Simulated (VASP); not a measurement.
# CdRu2O4 (P1) in VASP: notebook

The runs below take CdRu2O4 through single point, with PBEsol.

All numbers are computed with VASP 6.6.1; they aren't measurements. Logs are shortened: lines on timing, memory, paths and dates and some standing lists are left out, and cuts for length are marked.

**1. The cell of the first run**

The typed cell holds 14 atoms: a = 6.207 Å, b = 6.207 Å, c = 6.207 Å, α = 60.00°, β = 60.00°, γ = 60.00°.

**2. Single point, PBEsol**

File INCAR:

```
PREC = Accurate
ENCUT = 520
EDIFF = 1E-6
ISMEAR = 1
SIGMA = 0.15
LREAL = F
LASPH = T
NELM = 100
ALGO = Normal
ISIF = 2
LWAVE = F
LCHARG = F
GGA = PS
NBANDS = 77
```

File KPOINTS:

```
regular mesh
0
Gamma
  3 3 3
```

File POSCAR:

```
CdRu2O4
1.0
    0.0000000000      4.3886968700      4.3886968700
    4.3886968700      0.0000000000      4.3886968700
    4.3886968700      4.3886968700      0.0000000000
Cd Ru O
2 4 8
Direct
   -0.0181847829      0.0014497470     -0.0025466557
    0.2551762022      0.2586863558      0.2334105158
    0.6140599544      0.6251375024      0.6337774247
    0.1520053719      0.6129640710      0.6565435220
    0.6064349120      0.6314614753      0.1186518494
    0.6347520876      0.1167327148      0.6138155766
    0.3915099518      0.4018679240      0.4197570611
    0.4393655012      0.8684286277      0.8426697285
    0.4475111994      0.3589083609      0.8057289224
    0.8560607195      0.4509404633      0.8613944212
    0.7840706711      0.4154384670      0.3903797758
    0.8228506336      0.8680581304      0.8442280499
    0.4242307125      0.8257565075      0.3590799380
    0.8799872979      0.8259562251      0.4672579494
```

Potentials or basis: VASP PAW PBE potentials, release 64 (Cd, Ru_pv, O).

The run is started by

```sh
cat potpaw_PBE.64/Cd/POTCAR potpaw_PBE.64/Ru_pv/POTCAR potpaw_PBE.64/O/POTCAR > POTCAR
mpirun -np 1 vasp_std > vasp.out
```

OUTCAR:

```text
PREC = Accurate
   ENCUT = 520
   EDIFF = 1E-6
   ISMEAR = 1
   LREAL = F
   LASPH = T
   NELM = 100
   ISIF = 2
   GGA = PS

 ion  position               nearest neighbor table
   1  0.982  0.001  0.997-  12 2.26  10 2.29   8 2.32  14 2.40   4 3.42   6 3.56   6 3.57   2 3.68
                             2 3.77
   2  0.255  0.259  0.233-   9 2.19  13 2.20   7 2.37  11 2.39   4 3.33   3 3.51   5 3.53   1 3.68
                             1 3.77
   3  0.614  0.625  0.634-   9 1.94   8 2.01  11 2.02  13 2.06  10 2.10  14 2.10   4 2.84   5 3.01
                             6 3.06   6 3.16   5 3.20   2 3.51
   4  0.152  0.613  0.657-   7 1.97   9 2.01  14 2.04  10 2.06  12 2.07  13 2.16   3 2.84   6 3.05
                             5 3.10   5 3.15   6 3.18   2 3.33   1 3.42
   5  0.606  0.631  0.119-  13 1.93  10 1.95   8 1.98  11 1.99  12 2.01   7 2.01   3 3.01   6 3.08
                             4 3.10   6 3.14   4 3.15   3 3.20   2 3.53
   6  0.635  0.117  0.614-  12 1.86   9 1.92   8 1.95   7 1.97  14 1.98  11 2.02   4 3.05   3 3.06
                             5 3.08   5 3.14   3 3.16   4 3.18   1 3.56   1 3.57
   7  0.392  0.402  0.420-   6 1.97   4 1.97   5 2.01   2 2.37
   8  0.439  0.868  0.843-   6 1.95   5 1.98   3 2.01   1 2.32
   9  0.448  0.359  0.806-   6 1.92   3 1.94   4 2.01   2 2.19
  10  0.856  0.451  0.861-   5 1.95   4 2.06   3 2.10   1 2.29
  11  0.784  0.415  0.390-   5 1.99   6 2.02   3 2.02   2 2.39
  12  0.823  0.868  0.844-   6 1.86   5 2.01   4 2.07   1 2.26
  13  0.424  0.826  0.359-   5 1.93   3 2.06   4 2.16   2 2.20
  14  0.880  0.826  0.467-   6 1.98   4 2.04   3 2.10   1 2.40

  LATTYP: Found a face centered cubic cell.
 ALAT       =     8.7773937400

  Lattice vectors:

 A1 = (   0.0000000000,   4.3886968700,   4.3886968700)
 A2 = (   4.3886968700,   0.0000000000,   4.3886968700)
 A3 = (   4.3886968700,   4.3886968700,   0.0000000000)

Analysis of symmetry for initial positions (statically):
=====================================================================
 Subroutine PRICEL returns:
 Original cell was already a primitive cell.

 Routine SETGRP: Setting up the symmetry group for a
 face centered cubic supercell.

 Subroutine GETGRP returns: Found  1 space group operations
 (whereof  1 operations were pure point group operations)
 out of a pool of 48 trial point group operations.

The static configuration has the point symmetry C_1 .

Analysis of symmetry for dynamics (positions and initial velocities):
=====================================================================
 Subroutine PRICEL returns:
 Original cell was already a primitive cell.

 Routine SETGRP: Setting up the symmetry group for a
 face centered cubic supercell.

 Subroutine GETGRP returns: Found  1 space group operations
 (whereof  1 operations were pure point group operations)
 out of a pool of 48 trial point group operations.

The dynamic configuration has the point symmetry C_1 .

 Subroutine INISYM returns: Found  1 space group operations
 (whereof  1 operations are pure point group operations),
 and found     1 'primitive' translations

----------------------------------------------------------------------------------------

                                     Primitive cell

  volume of cell :     169.0584

  direct lattice vectors                    reciprocal lattice vectors
     0.000000000  4.388696870  4.388696870    -0.113929035  0.113929035  0.113929035
     4.388696870  0.000000000  4.388696870     0.113929035 -0.113929035  0.113929035
     4.388696870  4.388696870  0.000000000     0.113929035  0.113929035 -0.113929035

  length of vectors
     6.206554635  6.206554635  6.206554635     0.197330877  0.197330877  0.197330877

  position of ions in fractional coordinates (direct lattice)
     0.981815217  0.001449747  0.997453344
     0.255176202  0.258686356  0.233410516
     0.614059954  0.625137502  0.633777425
     0.152005372  0.612964071  0.656543522
     0.606434912  0.631461475  0.118651849
     0.634752088  0.116732715  0.613815577
     0.391509952  0.401867924  0.419757061
     0.439365501  0.868428628  0.842669728
     0.447511199  0.358908361  0.805728922
     0.856060720  0.450940463  0.861394421
     0.784070671  0.415438467  0.390379776
     0.822850634  0.868058130  0.844228050
     0.424230712  0.825756508  0.359079938
     0.879987298  0.825956225  0.467257949

[... 39 lines left out ...]
 ===========================================

 Found     14 irreducible k-points:

 Following reciprocal coordinates:
            Coordinates               Weight
  0.000000  0.000000  0.000000      1.000000
  0.333333  0.000000  0.000000      2.000000
  0.000000  0.333333  0.000000      2.000000
  0.000000  0.000000  0.333333      2.000000
  0.333333  0.333333  0.333333      2.000000
  0.333333  0.333333  0.000000      2.000000
  0.000000  0.333333  0.333333      2.000000
  0.333333  0.000000  0.333333      2.000000
 -0.333333  0.333333  0.000000      2.000000
  0.000000 -0.333333  0.333333      2.000000
  0.333333  0.000000 -0.333333      2.000000
  0.333333  0.333333 -0.333333      2.000000
 -0.333333  0.333333 -0.333333      2.000000
  0.333333 -0.333333 -0.333333      2.000000
   k-points           NKPTS =     14   k-points in BZ     NKDIM =     14   number of bands    NBANDS=     77
   number of dos      NEDOS =    301   number of ions     NIONS =     14
   total plane-waves  NPLWV = 110592
   dimension x,y,z NGX =    48 NGY =   48 NGZ =   48
   dimension x,y,z NGXF=    96 NGYF=   96 NGZF=   96
   ions per type =               2   4   8
   NGX,Y,Z   is equivalent  to a cutoff of  12.86, 12.86, 12.86 a.u.
   NGXF,Y,Z  is equivalent  to a cutoff of  25.71, 25.71, 25.71 a.u.
 SYSTEM =  unknown system
   PREC   = accura    normal or accurate (medium, high low for compatibility)
   ISTART =      0    job   : 0-new  1-cont  2-samecut
   ICHARG =      2    charge: 1-file 2-atom 10-const
   ISPIN  =      1    spin polarized calculation?
   LNONCOLLINEAR =      F non collinear calculations
   LSORBIT =      F    spin-orbit coupling
   LASPH  =      T    aspherical Exc in radial PAW
   ENCUT  =  520.0 eV  38.22 Ry    6.18 a.u.  11.54 11.54 11.54*2*pi/ulx,y,z
   NELM   =    100;   NELMIN=  2; NELMDL= -5     # of ELM steps
   EDIFF  = 0.1E-05   stopping-criterion for ELM
   LREAL  =      F    real-space projection
   EDIFFG = 0.1E-04   stopping-criterion for IOM
   NSW    =      0    number of steps for IOM
   IBRION =     -1    ionic relax: 0-MD 1-quasi-New 2-CG
   NFREE  =      0    steps in history (QN), initial steepest desc. (CG)
   ISIF   =      2    stress and relaxation
   ISYM   =      2    0-nonsym 1-usesym 2-fastsym
   POTIM  = 0.5000    time-step for ionic-motion
   TEBEG  =    0.0;   TEEND  =   0.0 temperature during run
   PSTRESS=    0.0 pullay stress
   NELECT =     128.0000    total number of electrons
   NUPDOWN=      -1.0000    fix difference up-down
   EMIN   =  10.00;   EMAX   =-10.00  energy-range for DOS
   EFERMI =   0.00;   METHOD = LEGACY
   ISMEAR =     1;   SIGMA  =   0.15  broadening in eV -4-tet -1-fermi 0-gaus
   EFERMI_NEDOS =   21; number of points for ismear=-14 and -15
   IALGO  =     38    algorithm
   IMIX   =      4    mixing-type and parameters
     AMIX     =   0.40;   BMIX     =  1.00
     AMIX_MAG =   1.60;   BMIX_MAG =  1.00
  volume/ion in A,a.u.               =      12.08        81.49
  Fermi-wavevector in a.u.,A,eV,Ry     =   1.492104  2.819669 30.291682  2.226376
  Thomas-Fermi vector in A             =   2.604675
   LORBIT       =      0    0 simple, 1 ext, 2 COOP (PROOUT), +10 PAW based schemes
   GGA     = PS    functional components
   LHFCALC =     F    Hartree Fock is set to
   AEXX    =    0.0000 exact exchange contribution
   IVDW    =     0    specifies the selected vdW correction
   LEPSILON=     F    determine dielectric tensor
   LRPA    =     F    only Hartree local field effects (RPA)
 non-spin polarized calculation
 Methfessel and Paxton  Order N= 1 SIGMA  =   0.15
  energy-cutoff  :      520.00
  volume of cell :      169.06
 maximum number of plane-waves:      4576
 NGX is ok and might be reduce to    48
   NGX = 23   NGY = 23   NGZ = 23

 number of electron     128.0000002 magnetization

 Free energy of the ion-electron system (eV)
  ---------------------------------------------------
  ext. energy  EPLUGINS =         0.00000000
  ---------------------------------------------------
  free energy    TOTEN  =       -93.89261519 eV

  energy without entropy =      -93.88002889  energy(sigma->0) =      -93.88841976

 E-fermi :   6.3768     XC(G=0): -11.8937

 val. band max:        6.3697612937   @ k =   0.0000   0.3333   0.0000
 cond. band min:       6.3771925925   @ k =   0.3333   0.3333  -0.3333
 fundamental gap:      0.0074312988
 Fermi energy:         6.3767870567

 k-point     1 :       0.0000    0.0000    0.0000
  band No.  band energies     occupation
      1     -37.3548      2.00000
      2     -37.1344      2.00000
      3     -37.0745      2.00000
      4     -36.9706      2.00000
      5     -36.8711      2.00000
      6     -36.8272      2.00000
[... 1095 lines left out ...]
     75       9.9556      0.00000
     76      10.3679      0.00000
 [bands above 76 left out]

------------------------ aborting loop because EDIFF is reached ----------------------------------------

  FORCE on cell =-STRESS in cart. coord.  units (eV):
  Direction    XX          YY          ZZ          XY          YZ          ZX
  --------------------------------------------------------------------------------------
  -------------------------------------------------------------------------------------
  Total       13.9685885      8.0004587      4.0938353     -1.9097781     -5.3195810     -0.1352172
  in kB      132.3812132     75.8208628     38.7975409    -18.0990904    -50.4140113     -1.2814622
  external PRESSURE =      82.3332056 kB  Pullay stress =       0.0000000 kB

 VOLUME and BASIS-vectors are now :
 -----------------------------------------------------------------------------
  energy-cutoff  :      520.00
  volume of cell :      169.06
      direct lattice vectors                 reciprocal lattice vectors
     0.000000000  4.388696870  4.388696870    -0.113929035  0.113929035  0.113929035
     4.388696870  0.000000000  4.388696870     0.113929035 -0.113929035  0.113929035
     4.388696870  4.388696870  0.000000000     0.113929035  0.113929035 -0.113929035

 POSITION                                       TOTAL-FORCE (eV/Angst)
 -----------------------------------------------------------------------------------
      4.38388      8.68641      4.31525         0.178305      0.457159      0.067468
      2.15966      2.14426      2.25519         0.997892     -0.035547     -0.323152
      5.52500      5.47638      5.43846         0.236078     -0.290085      1.606994
      5.57148      3.54848      3.35722         0.104668     -1.906167      0.199486
      3.29202      3.18219      5.43275         0.169431      0.827305      0.556356
      3.20615      5.47958      3.29804        -0.096331     -1.614221      0.490580
      3.60586      3.56041      3.48190        -1.449533     -1.602720     -0.714921
      7.50949      5.62646      5.73951         0.993645     -1.199357     -1.636422
      5.11124      5.50009      3.53913         1.530840      0.925984     -1.154215
      5.75944      7.53739      5.73603        -1.971892      0.749931     -0.876806
      3.53649      5.15431      5.26428        -1.153620      1.452338      1.235308
      7.51471      7.31630      7.42089         0.762837      3.090553      0.524121
      5.19989      3.43771      5.48581         1.550463      0.138116     -0.511944
      5.67552      5.91265      7.48687        -1.852783     -0.993289      0.537147
 -----------------------------------------------------------------------------------
    total drift:                                0.000562      0.000760      0.000599

  FREE ENERGIE OF THE ION-ELECTRON SYSTEM (eV)
  ---------------------------------------------------
  free  energy   TOTEN  =       -93.8926151904 eV

  energy  without entropy=      -93.8800288942  energy(sigma->0) =      -93.88841976
```

Run time: 5.1 min. Hardware: 1 thread of Intel Xeon Platinum 8259CL at 2.50GHz (Skylake/Cascade Lake), shared host; peak memory 0.4 GiB.

Results:

* Free energy: -93.8926 eV
* Pressure: 8.2 GPa
* Largest force: 3.226 eV/Å
* Band gap on the k mesh: zero (bands 64 and 65 overlap by 0.33 eV)

Forces in eV/Å, atoms in the order of the input:
```
Cd   0.178  0.457  0.067
Cd   0.998 -0.036 -0.323
Ru   0.236 -0.290  1.607
Ru   0.105 -1.906  0.199
Ru   0.169  0.827  0.556
Ru  -0.096 -1.614  0.491
O   -1.450 -1.603 -0.715
O    0.994 -1.199 -1.636
O    1.531  0.926 -1.154
O   -1.972  0.750 -0.877
O   -1.154  1.452  1.235
O    0.763  3.091  0.524
O    1.550  0.138 -0.512
O   -1.853 -0.993  0.537
```

Stress tensor (GPa, compression positive):
```
13.24 -1.81 -0.13
-1.81  7.58 -5.04
-0.13 -5.04  3.88
```

Caveat: the k points lie up to 0.41 Å⁻¹ apart; the PAW data sets were made with another functional, which shifts forces and pressure a little.

**3. Single point, PBEsol**

File INCAR:

```
  PREC = Accurate
  ENCUT = 520
  EDIFF = 1E-7
  ISMEAR = 1
  SIGMA = 0.15
  LREAL = F
  LASPH = T
  NELM = 100
  ALGO = Normal
  ISIF = 2
  LWAVE = F
  LCHARG = F
  GGA = PS
  NBANDS = 77
```

KPOINTS is that of step 2.

File POSCAR:

```
CdRu2O4
1.0
    0.0000000000      4.3886968700      4.3886968700
    4.3886968700      0.0000000000      4.3886968700
    4.3886968700      4.3886968700      0.0000000000
Cd Ru O
2 4 8
Direct
   -0.0262250967      0.0016255395      0.0014683174
    0.2493717457      0.2665652322      0.2344258513
    0.6210975788      0.6325647640      0.6314728682
    0.1399506546      0.6147993539      0.6728111071
    0.6031600218      0.6291816413      0.1178145849
    0.6430097780      0.1086687037      0.5980684193
    0.3498814216      0.3702797318      0.4107015256
    0.3596354560      0.9057034737      0.8755717503
    0.4410912982      0.3493417398      0.8576021793
    0.8851339281      0.3720722912      0.9074230046
    0.8641909233      0.3651628370      0.3751380077
    0.9156064133      0.8633870400      0.8387681148
    0.4174090976      0.8753650830      0.3381286163
    0.9101357688      0.8642759143      0.3683788259
```

Potentials or basis: VASP PAW PBE potentials, release 64 (Cd, Ru_pv, O).

The run is started by

```sh
cat potpaw_PBE.64/Cd/POTCAR potpaw_PBE.64/Ru_pv/POTCAR potpaw_PBE.64/O/POTCAR > POTCAR
mpirun -np 1 vasp_std > vasp.out
```

It took 5.4 min on 1 thread of Intel Xeon Platinum 8259CL at 2.50GHz (Skylake/Cascade Lake), shared host; peak memory 0.4 GiB.

The run converged. Its results:

| Item | Value |
| --- | --- |
| Free energy | -88.2289 eV |
| Pressure | 1.3 GPa |
| Largest force | 7.168 eV/Å |
| Band gap on the k mesh | zero (bands 64 and 65 overlap by 0.07 eV) |

Forces on the atoms (eV/Å):
```
Cd   0.540 -0.394  0.108
Cd   0.353 -0.363 -0.821
Ru  -0.107  0.061  0.641
Ru  -4.898 -0.267  0.129
Ru   0.668  0.339  0.273
Ru   1.189  0.560 -0.551
O    2.508  3.492  3.645
O   -3.893  3.761  3.197
O   -2.798 -3.538  2.930
O    3.520 -3.553  4.263
O    3.112 -2.850 -2.914
O   -2.048 -4.274 -3.728
O   -2.383  3.004 -3.019
O    4.237  4.022 -4.152
```

Stress tensor (GPa, compression positive):
```
10.02  2.88  0.99
 2.88 -3.00  0.33
 0.99  0.33 -3.16
```

Levels at points of the mesh, in eV from the Fermi level:
| k point | band 62 | band 63 | band 64 | band 65 | band 66 | band 67 |
| --- | --- | --- | --- | --- | --- | --- |
| (0.00, 0.00, 0.00) | -0.14 | -0.01 | 0.05 | 0.11 | 0.18 | 0.88 |

Caveat: the k points lie up to 0.41 Å⁻¹ apart; the PAW data sets were made with another functional, which shifts forces and pressure a little.
